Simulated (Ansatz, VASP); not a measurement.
**F in VASP and in Ansatz**

```
F
1.0
     2.80830    0.00000    0.00000
    -1.40415    2.43206    0.00000
     0.00000    0.00000    2.87113
F
2
Direct
  0.33333 0.66667 0.25000
  0.66667 0.33333 0.75000
```

Change from the starting cell: volume scaled by 1, PAW files.

Alike in both runs: task single point; functional PBEsol; k mesh 18 × 18 × 10; occupations fermi-dirac, width 0.1 eV; no spin polarisation.

|  | VASP | Ansatz |
| --- | --- | --- |
| version | VASP 6.6.1 | Ansatz 0.2.0 |
| potentials or method | VASP PAW PBE potentials, release 64 (F) | PAW with Ansatz's default frozen-core files, scalar-relativistic |
| plane-wave cutoff (eV) | 520 | 420 |
| valence electrons in the cell | 14 | 14 |

Ansatz gave:

* pressure (GPa): 0.0

Q: Estimate VASP's values.

A: Pressure (GPa): -0.9.

VASP's potentials were made for PBE, not for PBEsol. The functional is the same, so the differences come from potentials, cutoffs and numerics.
